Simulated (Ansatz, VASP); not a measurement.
## ZnS: VASP beside Ansatz

File INCAR:

```
PREC     = Accurate       # precision mode
ENCUT    = 600            # plane-wave cutoff, eV
EDIFF    = 1E-6           # SCF threshold, eV
ISMEAR   = 0              # smearing method
SIGMA    = 0.02           # smearing width, eV
LREAL    = F              # projectors in reciprocal space
LASPH    = T              # aspherical terms in the spheres
NELM     = 60             # most SCF steps
ALGO     = Normal         # electronic algorithm
ISIF     = 3              # what is computed and relaxed
LWAVE    = F              # write WAVECAR
LCHARG   = F              # write CHGCAR
GGA      = CA             # functional
IBRION   = 2              # ionic algorithm
NSW      = 70             # ionic steps
EDIFFG   = -0.005         # ionic threshold
```

File KPOINTS:

```
regular mesh
0
Gamma
  9 9 6
```

The input POSCAR:

```
ZnS
1.0
    3.8455099668      0.0000000000      0.0000000000
   -1.9227549834      3.3303093218      0.0000000000
    0.0000000000      0.0000000000      6.3052902589
Zn S
2 2
Direct
    0.3333333333      0.6666666667      0.0052193591
    0.6666666667      0.3333333333      0.5052193591
    0.3333333333      0.6666666667      0.3797806409
    0.6666666667      0.3333333333      0.8797806409
```

Input for Ansatz:

```yaml
crystal:
  lattice:
    - [3.8455099668, 0.0, 0.0]
    - [-1.9227549834, 3.3303093218, 0.0]
    - [0.0, 0.0, 6.3052902589]
  atoms:
    - { symbol: Zn, position: [0.3333333333, 0.6666666667, 0.0052193591] }
    - { symbol: Zn, position: [0.6666666667, 0.3333333333, 0.5052193591] }
    - { symbol: S, position: [0.3333333333, 0.6666666667, 0.3797806409] }
    - { symbol: S, position: [0.6666666667, 0.3333333333, 0.8797806409] }
basis:
  ecutwfc: 420
kpoints:
  mp_grid: { grid: [9, 9, 6] }
hamiltonian:
  xc: lda
scf:
  occupations: { method: gaussian, width: 0.02 }
output:
  forces: true
  stress: true
  eigenvalues: true
relax:
  adjacent_minimum: "off"
  f_tol: 0.005
  max_steps: 50
  cell: { stress_tol: 0.05 }
```

Alike in both runs: task relaxation of cell and atoms; functional LDA; k mesh 9 × 9 × 6; occupations gaussian, width 0.02 eV; no spin polarisation.

|  | VASP | Ansatz |
| --- | --- | --- |
| version | VASP 6.6.1 | Ansatz 0.2.0 |
| potentials or method | VASP PAW LDA potentials, release 64 (Zn, S), cutoff 600 eV | scalar-relativistic, plane waves, PAW |
| valence electrons in the cell | 36 | 36 |

```tsv
	VASP	Ansatz	Ansatz less VASP
gap on the k mesh at the Fermi level, each at its own relaxed structure (eV)	2.21	2.19	-0.022
relaxed volume (Å³/atom)	18.64	18.59	-0.057
relaxed length of the cell vector where the two differ most in proportion (Å)	3.743	3.738	-0.0043
```

LDA's correlation is that of Perdew and Zunger in VASP and of Perdew and Wang (1992) in Ansatz.
